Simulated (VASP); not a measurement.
Here is a VASP 6.6.1 calculation.

File INCAR:

```
PREC     = Accurate       # precision mode
ENCUT    = 520            # plane-wave cutoff, eV
EDIFF    = 1E-6           # SCF threshold, eV
ISMEAR   = 0              # smearing method
SIGMA    = 0.01           # smearing width, eV
LREAL    = F              # projectors in reciprocal space
LASPH    = T              # aspherical terms in the spheres
NELM     = 60             # most SCF steps
ALGO     = Normal         # electronic algorithm
ISIF     = 2              # what is computed and relaxed
LWAVE    = F              # write WAVECAR
LCHARG   = T              # write CHGCAR
GGA      = PE             # functional
LELF     = T              # ELF
LVHAR    = T            
NBANDS   = 15             # bands
```

The input KPOINTS:

```
regular mesh
0
Gamma
  4 4 4
```

File POSCAR:

```
KBr
1.0
    4.0526033391      0.0000000000      0.0000000000
    0.0000000000      3.9758690661      0.0000000000
    0.0000000000      0.0000000000      3.9758690661
K Br
1 1
Direct
    0.0000000000      0.0000000000      0.0000000000
    0.5000000000      0.5000000000      0.5000000000
```

Potentials or basis: VASP PAW PBE potentials, release 64 (K_sv, Br).

Run with:

```sh
$ cat potpaw_PBE.64/K_sv/POTCAR potpaw_PBE.64/Br/POTCAR > POTCAR
$ mpirun -np 1 vasp_std > vasp.out
```

(1) Predict the band gap on the k mesh.

(2) What does it give for the pressure?

Results:

(1) 3.92 eV, indirect (least direct gap 4.19 eV).

(2) 0.6 GPa.

Caveat: the cell differs from its parent crystal (uniaxial x strain +1.9%).
